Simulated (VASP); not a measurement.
# Ga (P2_1/m) in VASP: a series of runs

Ga is run at these levels: PBEsol-based global hybrid with 25 % exact exchange, PBE; tasks: single point.

Program: VASP 6.6.1. These are calculated values, not measurements. Logs are shortened: lines on timing, memory, paths and dates and some standing lists are left out, and cuts for length are marked.

## 1. The cell of the first run

The structure is monoclinic, space group P2_1/m (No. 11). Conventional cell: a = 2.778 Å, b = 3.282 Å, c = 4.210 Å, α = 90.00°, β = 108.61°, γ = 90.00°. Within 3.6 Å of Ga (site symmetry m) lie 10 Ga at 2.71 to 3.28 Å.

## 2. Single point, PBEsol-based global hybrid with 25 % exact exchange

Contents of POSCAR:

```
Ga
1.0
    2.7784220849      0.0000000000      0.0000000000
    0.0000000000      3.2816087900      0.0000000000
   -1.3434310986      0.0000000000      3.9902731763
Ga
2
Direct
    0.1345962700      0.7500000000      0.7701668300
    0.8654037300      0.2500000000      0.2298331700
```

Contents of INCAR.step1:

```
SYSTEM = Ga
PREC = Accurate
ENCUT = 520
EDIFF = 1E-5
ISMEAR = -1
SIGMA = 0.05
LREAL = .FALSE.
LASPH = .TRUE.
NELM = 60
ALGO = Normal
ISIF = 2
LWAVE = .TRUE.
LCHARG = .FALSE.
GGA = PE
NBANDS = 20
```

Contents of INCAR.step2:

```
SYSTEM = Ga
PREC = Accurate
ENCUT = 520
EDIFF = 1E-6
ISMEAR = -1
SIGMA = 0.05
LREAL = .FALSE.
LASPH = .TRUE.
NELM = 60
ALGO = Normal
ISIF = 2
LWAVE = .FALSE.
LCHARG = .FALSE.
GGA = PS
LHFCALC = .TRUE.
AEXX = 0.25
PRECFOCK = Normal
ISTART = 1
NBANDS = 20
```

Contents of KPOINTS:

```
Automatic mesh
0
G
  5 4 4
  0 0 0
```

Potentials or basis: VASP PAW PBE potentials, release 64 (Ga_d).

Run with:

```sh
$ cat potpaw_PBE.64/Ga_d/POTCAR > POTCAR
$ cp INCAR.step1 INCAR
$ mpirun -np 1 vasp_std > vasp.out
$ cp INCAR.step2 INCAR
$ mpirun -np 1 vasp_std > vasp.out
```

OUTCAR:

```text
SYSTEM = Ga
   PREC = Accurate
   ENCUT = 520
   EDIFF = 1E-6
   ISMEAR = -1
   LREAL = .FALSE.
   LASPH = .TRUE.
   NELM = 60
   ISIF = 2
   GGA = PS
   LHFCALC = .TRUE.
   AEXX = 0.25
   PRECFOCK = Normal
   ISTART = 1

 ion  position               nearest neighbor table
   1  0.135  0.750  0.770-   2 2.71   2 2.71   2 2.81   2 2.81   2 2.84   2 2.84
   2  0.865  0.250  0.230-   1 2.71   1 2.71   1 2.81   1 2.81   1 2.84   1 2.84

  LATTYP: Found a simple monoclinic cell.
 ALAT       =     2.7784220849
 B/A-ratio  =     1.1811052064
 C/A-ratio  =     1.5153762184
 COS(beta)  =    -0.3190778872

  Lattice vectors:

 A1 = (   2.7784220849,   0.0000000000,   0.0000000000)
 A2 = (   0.0000000000,   3.2816087900,   0.0000000000)
 A3 = (  -1.3434310986,   0.0000000000,   3.9902731763)

Analysis of symmetry for initial positions (statically):
=====================================================================
 Subroutine PRICEL returns:
 Original cell was already a primitive cell.

 Routine SETGRP: Setting up the symmetry group for a
 simple monoclinic supercell.

 Subroutine GETGRP returns: Found  4 space group operations
 (whereof  2 operations were pure point group operations)
 out of a pool of  4 trial point group operations.

The static configuration has the point symmetry S_2 .
 The point group associated with its full space group is C_2h.

Analysis of symmetry for dynamics (positions and initial velocities):
=====================================================================
 Subroutine PRICEL returns:
 Original cell was already a primitive cell.

 Routine SETGRP: Setting up the symmetry group for a
 simple monoclinic supercell.

 Subroutine GETGRP returns: Found  4 space group operations
 (whereof  2 operations were pure point group operations)
 out of a pool of  4 trial point group operations.

The dynamic configuration has the point symmetry S_2 .
 The point group associated with its full space group is C_2h.

 Subroutine INISYM returns: Found  4 space group operations
 (whereof  2 operations are pure point group operations),
 and found     1 'primitive' translations

----------------------------------------------------------------------------------------

                                     Primitive cell

  volume of cell :      36.3821

  direct lattice vectors                    reciprocal lattice vectors
     2.778422085  0.000000000  0.000000000     0.359916517  0.000000000  0.121175424
     0.000000000  3.281608790  0.000000000     0.000000000  0.304728584  0.000000000
    -1.343431099  0.000000000  3.990273176     0.000000000  0.000000000  0.250609408

  length of vectors
     2.778422085  3.281608790  4.210354752     0.379767538  0.304728584  0.250609408

  position of ions in fractional coordinates (direct lattice)
     0.134596270  0.750000000  0.770166830
     0.865403730  0.250000000  0.229833170

  ion indices of the primitive-cell ions
   primitive index   ion index
                 1           1
                 2           2

----------------------------------------------------------------------------------------

 KPOINTS: Automatic mesh

Automatic generation of k-mesh.
 Grid dimensions read from file:
 generate k-points for:    5    4    4

 Generating k-lattice:

  Cartesian coordinates                     Fractional coordinates (reciprocal lattice)
     0.071983303  0.000000000  0.024235085     0.200000000  0.000000000 -0.000000000
     0.000000000  0.076182146  0.000000000     0.000000000  0.250000000  0.000000000
     0.000000000  0.000000000  0.062652352     0.000000000  0.000000000  0.250000000

  Length of vectors
     0.075953508  0.076182146  0.062652352

  Shift w.r.t. Gamma in fractional coordinates (k-lattice)
     0.000000000  0.000000000  0.000000000

 Subroutine IBZKPT returns following result:
 ===========================================

 Found     33 irreducible k-points:

 Following reciprocal coordinates:
            Coordinates               Weight
  0.000000  0.000000  0.000000      1.000000
  0.200000  0.000000  0.000000      2.000000
  0.400000  0.000000  0.000000      2.000000
  0.000000  0.250000  0.000000      2.000000
  0.200000  0.250000  0.000000      4.000000
  0.400000  0.250000  0.000000      4.000000
[... 16 lines left out ...]
 -0.400000  0.500000  0.250000      2.000000
 -0.200000  0.500000  0.250000      2.000000
 [... further k-points ...]
   k-points           NKPTS =     33   k-points in BZ     NKDIM =     80   number of bands    NBANDS=     20
   number of dos      NEDOS =    301   number of ions     NIONS =      2
   total plane-waves  NPLWV =  18432
   dimension x,y,z NGX =    24 NGY =   24 NGZ =   32
   dimension x,y,z NGXF=    48 NGYF=   48 NGZF=   64
   ions per type =               2
   NGX,Y,Z   is equivalent  to a cutoff of  14.36, 12.16, 12.64 a.u.
   NGXF,Y,Z  is equivalent  to a cutoff of  28.72, 24.32, 25.27 a.u.
 SYSTEM =  Ga
   PREC   = accura    normal or accurate (medium, high low for compatibility)
   ISTART =      1    job   : 0-new  1-cont  2-samecut
   ICHARG =      0    charge: 1-file 2-atom 10-const
   ISPIN  =      1    spin polarized calculation?
   LNONCOLLINEAR =      F non collinear calculations
   LSORBIT =      F    spin-orbit coupling
   LASPH  =      T    aspherical Exc in radial PAW
   ENCUT  =  520.0 eV  38.22 Ry    6.18 a.u.   5.17  6.10  7.83*2*pi/ulx,y,z
   NELM   =     60;   NELMIN=  2; NELMDL=  0     # of ELM steps
   EDIFF  = 0.1E-05   stopping-criterion for ELM
   LREAL  =      F    real-space projection
   EDIFFG = 0.1E-04   stopping-criterion for IOM
   NSW    =      0    number of steps for IOM
   IBRION =     -1    ionic relax: 0-MD 1-quasi-New 2-CG
   NFREE  =      0    steps in history (QN), initial steepest desc. (CG)
   ISIF   =      2    stress and relaxation
   ISYM   =      3    0-nonsym 1-usesym 2-fastsym
   POTIM  = 0.5000    time-step for ionic-motion
   TEBEG  =    0.0;   TEEND  =   0.0 temperature during run
   PSTRESS=    0.0 pullay stress
   NELECT =      26.0000    total number of electrons
   NUPDOWN=      -1.0000    fix difference up-down
   EMIN   =  10.00;   EMAX   =-10.00  energy-range for DOS
   EFERMI =   0.00;   METHOD = LEGACY
   ISMEAR =    -1;   SIGMA  =   0.05  broadening in eV -4-tet -1-fermi 0-gaus
   EFERMI_NEDOS =   21; number of points for ismear=-14 and -15
   IALGO  =     38    algorithm
   IMIX   =      1    mixing-type and parameters
     AMIX     =   0.40;   BMIX     =  1.00
     AMIX_MAG =   1.60;   BMIX_MAG =  1.00
  volume/ion in A,a.u.               =      18.19       122.76
  Fermi-wavevector in a.u.,A,eV,Ry     =   1.463648  2.765894 29.147302  2.142266
  Thomas-Fermi vector in A             =   2.579718
   LORBIT       =      0    0 simple, 1 ext, 2 COOP (PROOUT), +10 PAW based schemes
   GGA     = PS    functional components
   LHFCALC =     T    Hartree Fock is set to
   PRECFOCK=normal    Normal, Fast or Accurate (Low or Medium for compatibility)
   ENCUT4O =  -1.0   cutoff for four orbital integrals eV
   NKREDX  =     1    reduce k-point grid by
   NKREDY  =     1    reduce k-point grid by
   NKREDZ  =     1    reduce k-point grid by
   AEXX    =    0.2500 exact exchange contribution
   HFSCREEN=    0.0000 screening length (either q_TF or 0.3 A-1)
   HFSCREENC=   0.0000 screening length for correlation (either q_TF or 0.3 A-1)
   ENCUTFOCK=  -1.0 apply spherical cutoff to Coloumb kernel
   IVDW    =     0    specifies the selected vdW correction
   LEPSILON=     F    determine dielectric tensor
   LRPA    =     F    only Hartree local field effects (RPA)
 non-spin polarized calculation
  energy-cutoff  :      520.00
  volume of cell :       36.38
 maximum number of plane-waves:      1000
 NGX is ok and might be reduce to    24
  NGX = 16; NGY = 20; NGZ = 24

 number of electron      26.0000010 magnetization

 Free energy of the ion-electron system (eV)
  ---------------------------------------------------
  ext. energy  EPLUGINS =         0.00000000
  ---------------------------------------------------
  free energy    TOTEN  =        -7.94502450 eV

  energy without entropy =       -7.94221224  energy(sigma->0) =       -7.94361837

 E-fermi :   5.6570     XC(G=0):  -8.8683

 val. band max:        5.6037676049   @ k =   0.4000   0.5000   0.0000
 cond. band min:       6.2823536390   @ k =  -0.2000   0.5000   0.2500
 fundamental gap:      0.6785860341
 Fermi energy:         5.6569602798

 k-point     1 :       0.0000    0.0000    0.0000
  band No.  band energies     occupation
      1     -12.7465      2.00000
      2     -12.7399      2.00000
      3     -12.6777      2.00000
      4     -12.6740      2.00000
      5     -12.4175      2.00000
      6     -12.4158      2.00000
[... 12 lines left out ...]
     19      18.1655      0.00000
     20      19.8814      0.00000

 k-point     2 :       0.2000    0.0000    0.0000
  band No.  band energies     occupation
      1     -12.7143      2.00000
      2     -12.6932      2.00000
      3     -12.6141      2.00000
      4     -12.5445      2.00000
      5     -12.4777      2.00000
      6     -12.4595      2.00000
[... 12 lines left out ...]
     19      18.7819      0.00000
     20      22.4779      0.00000

 k-point     3 :       0.4000    0.0000    0.0000
  band No.  band energies     occupation
      1     -12.6821      2.00000
      2     -12.6589      2.00000
      3     -12.5850      2.00000
      4     -12.5706      2.00000
      5     -12.5516      2.00000
      6     -12.4290      2.00000
[... 12 lines left out ...]
     19      17.9842      0.00000
     20      19.5576      0.00000

 k-point     4 :       0.0000    0.2500    0.0000
  band No.  band energies     occupation
      1     -12.7654      2.00000
      2     -12.6843      2.00000
      3     -12.6529      2.00000
      4     -12.5883      2.00000
      5     -12.4816      2.00000
      6     -12.4777      2.00000
[... 12 lines left out ...]
     19      18.5541      0.00000
     20      20.2291      0.00000

 k-point     5 :       0.2000    0.2500    0.0000
  band No.  band energies     occupation
      1     -12.7194      2.00000
      2     -12.6079      2.00000
      3     -12.6046      2.00000
      4     -12.5575      2.00000
      5     -12.5314      2.00000
      6     -12.4796      2.00000
[... 12 lines left out ...]
     19      18.2498      0.00000
     20      19.3778      0.00000

 k-point     6 :       0.4000    0.2500    0.0000
  band No.  band energies     occupation
      1     -12.7291      2.00000
      2     -12.6412      2.00000
      3     -12.5924      2.00000
      4     -12.5601      2.00000
      5     -12.5211      2.00000
      6     -12.4376      2.00000
[... 12 lines left out ...]
     19      15.9909      0.00000
     20      19.5922      0.00000

 k-point     7 :       0.0000    0.5000    0.0000
  band No.  band energies     occupation
      1     -12.7295      2.00000
      2     -12.7295      2.00000
      3     -12.5194      2.00000
      4     -12.5194      2.00000
      5     -12.5002      2.00000
      6     -12.5002      2.00000
[... 12 lines left out ...]
     19      22.2642      0.00000
     20      22.2642      0.00000
[... 277 lines left out ...]
 k-point    20 :       0.0000    0.5000    0.2500
  band No.  band energies     occupation
      1     -12.7130      2.00000
      2     -12.7130      2.00000
      3     -12.5572      2.00000
      4     -12.5572      2.00000
      5     -12.4880      2.00000
      6     -12.4880      2.00000
[... 12 lines left out ...]
     19      21.3385      0.00000
     20      21.3385      0.00000

 k-point    21 :       0.2000    0.5000    0.2500
  band No.  band energies     occupation
      1     -12.6531      2.00000
      2     -12.6531      2.00000
      3     -12.5554      2.00000
      4     -12.5554      2.00000
      5     -12.4861      2.00000
      6     -12.4861      2.00000
[... 12 lines left out ...]
     19      20.0777      0.00000
     20      20.0778      0.00000

 k-point    22 :       0.4000    0.5000    0.2500
  band No.  band energies     occupation
      1     -12.7041      2.00000
      2     -12.7041      2.00000
      3     -12.5886      2.00000
      4     -12.5886      2.00000
      5     -12.4583      2.00000
      6     -12.4583      2.00000
[... 12 lines left out ...]
     19      17.3927      0.00000
     20      17.3928      0.00000

 k-point    23 :      -0.4000    0.5000    0.2500
  band No.  band energies     occupation
      1     -12.7280      2.00000
      2     -12.7280      2.00000
      3     -12.5758      2.00000
      4     -12.5758      2.00000
      5     -12.4597      2.00000
      6     -12.4597      2.00000
[... 12 lines left out ...]
     19      14.1074      0.00000
     20      14.1074      0.00000

 k-point    24 :      -0.2000    0.5000    0.2500
  band No.  band energies     occupation
      1     -12.6774      2.00000
      2     -12.6774      2.00000
      3     -12.5478      2.00000
      4     -12.5478      2.00000
      5     -12.4825      2.00000
      6     -12.4825      2.00000
[... 12 lines left out ...]
     19      17.0179      0.00000
     20      17.0179      0.00000

 [... further k-points ...]

------------------------ aborting loop because EDIFF is reached ----------------------------------------

  FORCE on cell =-STRESS in cart. coord.  units (eV):
  Direction    XX          YY          ZZ          XY          YZ          ZX
  --------------------------------------------------------------------------------------
  -------------------------------------------------------------------------------------
  Total       -0.1448941      0.5776341     -1.2211552      0.0000000      0.0000000     -0.1015827
  in kB       -6.3807771     25.4375795    -53.7766550      0.0000000      0.0000000     -4.4734527
  external PRESSURE =     -11.5732842 kB  Pullay stress =       0.0000000 kB

 VOLUME and BASIS-vectors are now :
 -----------------------------------------------------------------------------
  energy-cutoff  :      520.00
  volume of cell :       36.38
      direct lattice vectors                 reciprocal lattice vectors
     2.778422085  0.000000000  0.000000000     0.359916517  0.000000000  0.121175424
     0.000000000  3.281608790  0.000000000     0.000000000  0.304728584  0.000000000
    -1.343431099  0.000000000  3.990273176     0.000000000  0.000000000  0.250609408

 POSITION                                       TOTAL-FORCE (eV/Angst)
 -----------------------------------------------------------------------------------
     -0.66070      2.46121      3.07318         0.025176      0.000000      0.031615
      2.09569      0.82040      0.91710        -0.025176     -0.000000     -0.031615
 -----------------------------------------------------------------------------------
    total drift:                               -0.000000     -0.000000     -0.000001

  FREE ENERGIE OF THE ION-ELECTRON SYSTEM (eV)
  ---------------------------------------------------
  free  energy   TOTEN  =        -7.9450244987 eV

  energy  without entropy=       -7.9422122401  energy(sigma->0) =       -7.94361837
```

It took 33 min on 1 thread of Intel Xeon Platinum 8259CL at 2.50GHz (Skylake/Cascade Lake), shared host; peak memory 0.17 GiB.

What came out:

```
Free energy            : -7.9450 eV
Pressure               : -1.2 GPa
Largest force          : 0.040 eV/Å
Band gap on the k mesh : zero (bands 13 and 14 overlap by 10.28 eV)
```

Forces on the atoms (eV/Å):
```
Ga   0.025  0.000  0.032
Ga  -0.025  0.000 -0.032
```

Levels at points of the mesh, in eV from the Fermi level:
| k point | band 10 | band 11 | band 12 | band 13 | band 14 | band 15 | band 16 | band 17 |
| --- | --- | --- | --- | --- | --- | --- | --- | --- |
| (0.00, 0.00, 0.00) | -17.87 | -13.28 | -2.76 | -1.70 | 2.48 | 6.39 | 10.52 | 11.71 |
| (0.00, 0.50, 0.00) | -17.93 | -9.29 | -9.29 | 2.30 | 2.30 | 3.46 | 3.46 | 13.06 |
| (0.00, 0.00, 0.50) | -17.93 | -11.02 | -10.04 | 4.89 | 6.03 | 7.18 | 7.49 | 8.40 |
| (0.00, 0.50, 0.50) | -18.01 | -7.19 | -7.19 | -5.39 | -5.39 | 12.17 | 12.17 | 13.61 |

Caveat: the k points lie up to 0.48 Å⁻¹ apart, too coarse for converged energies and pressures of a metal; the PAW data sets were made with another functional, which shifts forces and pressure a little.

## 3. Single point, PBE, non-collinear spin, zero start, spin-orbit coupling

Contents of INCAR:

```
SYSTEM = Ga
ALGO = Normal ; EDIFF = 1E-6
ENCUT = 520 ; GGA = PE
GGA_COMPAT = .False. ; ISIF = 2
ISMEAR = 1 ; LASPH = .True.
LCHARG = .True. ; LORBIT = 11
LORBMOM = .True. ; LREAL = .False.
LSORBIT = .True. ; LVHAR = .True.
LWAVE = .False. ; MAGMOM = 0 0 0 0 0 0
NBANDS = 38 ; NELM = 150
PREC = Accurate ; SIGMA = 0.05
```

Contents of KPOINTS:

```
k-points
0
Gamma
  8 7 6
  0 0 0
```

POSCAR is that of step 2.

Potentials or basis: VASP PAW PBE potentials, release 64 (Ga_d).

Run with:

```sh
$ cat potpaw_PBE.64/Ga_d/POTCAR > POTCAR
$ mpirun -np 1 vasp_ncl > vasp.out
```

Run time: 93 s. Hardware: 1 thread of Intel Xeon 6975P-C (Granite Rapids), shared host; peak memory 0.34 GiB.

The run converged. Its results:

| Item | Value |
| --- | --- |
| Free energy | -5.7490 eV |
| Pressure | 3.3 GPa |
| Largest force | 0.129 eV/Å |
| Net moment | 0.00 μB per cell |
| Valence electrons inside the program's atomic spheres | Ga 11.59 |

Forces on the atoms (eV/Å):
```
Ga   0.016  0.000 -0.128
Ga  -0.016  0.000  0.128
```

Stress tensor (GPa, compression positive):
```
1.79 0.00 0.55
0.00 3.69 0.00
0.55 0.00 4.33
```

Moments on the atoms (μB; x, y, z):
```
Ga  0.00 0.00 0.00
Ga  0.00 0.00 0.00
```

Caveat: the cell stands under pressure.

## 4. Single point, PBE, non-collinear spin, zero start, spin-orbit coupling

Contents of INCAR:

```
ALGO = Normal
EDIFF = 1E-7
ENCUT = 520
GGA = PE
GGA_COMPAT = F
ISIF = 2
ISMEAR = 1
LASPH = T
LCHARG = F
LORBIT = 11
LORBMOM = T
LREAL = F
LSORBIT = T
LWAVE = F
MAGMOM = 0 0 0 0 0 0
NBANDS = 38
NELM = 150
PREC = Accurate
SIGMA = 0.05
```

Contents of KPOINTS:

```
k-points
0
Gamma
  8 7 6
```

POSCAR is that of step 3.

Run with:

```sh
$ cat potpaw_PBE.64/Ga_d/POTCAR > POTCAR
$ mpirun -np 1 vasp_ncl > vasp.out
```

It took 2.6 min on 1 thread of Intel Xeon 6975P-C (Granite Rapids), shared host; peak memory 0.34 GiB.

Results (log left out):

```
Free energy                                           : -5.7490 eV
Pressure                                              : 3.4 GPa
Largest force                                         : 0.129 eV/Å
Net moment                                            : 0.00 μB per cell
Valence electrons inside the program's atomic spheres : Ga 11.59
```

Forces in eV/Å, atoms in the order of the input:
```
Ga   0.016  0.000 -0.128
Ga  -0.016  0.000  0.128
```

Stress tensor (GPa, compression positive):
```
1.89 0.00 0.55
0.00 3.80 0.00
0.55 0.00 4.43
```

Moments on the atoms (μB; x, y, z):
```
Ga  0.00 0.00 0.00
Ga  0.00 0.00 0.00
```

Caveat: the cell stands under pressure.

The gap in the log of VASP goes by the Fermi energy; the results here count the filled bands.